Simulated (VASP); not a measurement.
Set up this calculation in VASP 6.6.1, as the native input.

```yaml
Task: single point
Functional: PBE
Potentials_or_basis: VASP PAW PBE potentials, release 64 (Re, Sb)
Cutoff: 520 eV
k_mesh: 12 × 12 × 12
Occupations: fermi-dirac, width 0.08 eV
Spin: no spin polarisation
Dipole_correction: no
k_mesh_for_the_DOS: 18 × 18 × 18
Occupations_for_the_DOS: tetrahedron
Further_INCAR_settings: ALGO = Normal; EDIFF = 1e-06; NBANDS = 13
```

Crystal: ReSb (zincblende type).

```xyz
2
Lattice="0.0000 2.3091 2.3091 2.3091 0.0000 2.3091 2.3091 2.3091 0.0000" Properties=species:S:1:pos:R:3 pbc="T T T"
Re    0.0000    0.0000    0.0000
Sb    1.1545    1.1545    1.1545
```

One way to write it, as run:

POSCAR

```
ReSb
1.0
    0.0000000000      2.3090901639      2.3090901639
    2.3090901639      0.0000000000      2.3090901639
    2.3090901639      2.3090901639      0.0000000000
Re Sb
1 1
Direct
    0.0000000000      0.0000000000      0.0000000000
    0.2500000000      0.2500000000      0.2500000000
```

INCAR.step1

```
PREC = Accurate ; ENCUT = 520
EDIFF = 1E-6 ; ISMEAR = -1
SIGMA = 0.08 ; LREAL = False
LASPH = True ; NELM = 80
ALGO = Normal ; ISIF = 2
LWAVE = False ; LCHARG = True
LMAXMIX = 4 ; GGA = PE
NBANDS = 13
```

KPOINTS.step1

```
Automatic mesh
0
Gamma
  12 12 12
```

INCAR.step2

```
PREC = Accurate ; ENCUT = 520
EDIFF = 1E-6 ; ISMEAR = -5
SIGMA = 0.08 ; LREAL = False
LASPH = True ; NELM = 80
ALGO = Normal ; ISIF = 2
LWAVE = False ; LCHARG = False
LMAXMIX = 4 ; GGA = PE
LORBIT = 11 ; NBANDS = 13
NEDOS = 1001 ; ICHARG = 11
```

KPOINTS.step2

```
Automatic mesh
0
Gamma
  18 18 18
```

Potentials or basis: VASP PAW PBE potentials, release 64 (Re, Sb).

Launch:

```bash
$ cat potpaw_PBE.64/Re/POTCAR potpaw_PBE.64/Sb/POTCAR > POTCAR
$ cp INCAR.step1 INCAR
$ cp KPOINTS.step1 KPOINTS
$ mpirun -np 1 vasp_std > vasp.out
$ cp INCAR.step2 INCAR
$ cp KPOINTS.step2 KPOINTS
$ mpirun -np 1 vasp_std > vasp.out
```

Wall time 76 s on 1 thread of Intel Xeon 8259CL (shared host), peak memory 0.2 GiB.
